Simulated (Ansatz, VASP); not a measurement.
**Be2H3 in VASP and in Ansatz**

```xyz
5
Lattice="2.4629 0.0000 0.0000 -1.2314 2.1329 0.0000 0.0000 0.0000 5.7469" Properties=species:S:1:pos:R:3 pbc="T T T"
Be    0.0000    1.4219    1.0764
Be    1.2314    0.7110    4.6705
H     0.0000    0.0000    0.0000
H     0.0000    1.4219    3.9185
H     1.2314    0.7110    1.8285
```

Alike in both runs: functional PBE; k mesh 6 × 6 × 4; occupations gaussian, width 0.1 eV; no spin polarisation.

Ansatz relaxed the structure, and its values are those at the end. VASP's run is a single point on that final structure, the one shown.

|  | VASP | Ansatz |
| --- | --- | --- |
| version | VASP 6.6.1 | Ansatz 0.2.0 |
| potentials or method | VASP PAW PBE potentials, release 64 (Be, H), cutoff 520 eV | scalar-relativistic, plane waves, PAW |
| valence electrons in the cell | 7 | 7 |

|  | VASP | Ansatz | Ansatz less VASP |
| --- | --- | --- | --- |
| gap on the k mesh at the Fermi level (eV) | none | none | - |
| pressure (GPa) | -0.2 | -0.1 | +0.11 |
| rms of the force components (eV/Å) | 0.007 | 0.008 | +0.0013 |

A gap of «none» marks a metal or a gap that the smearing closes. The functional is the same, so the differences come from potentials, cutoffs and numerics.

The k mesh is coarse, so the values compare programs but aren't converged.
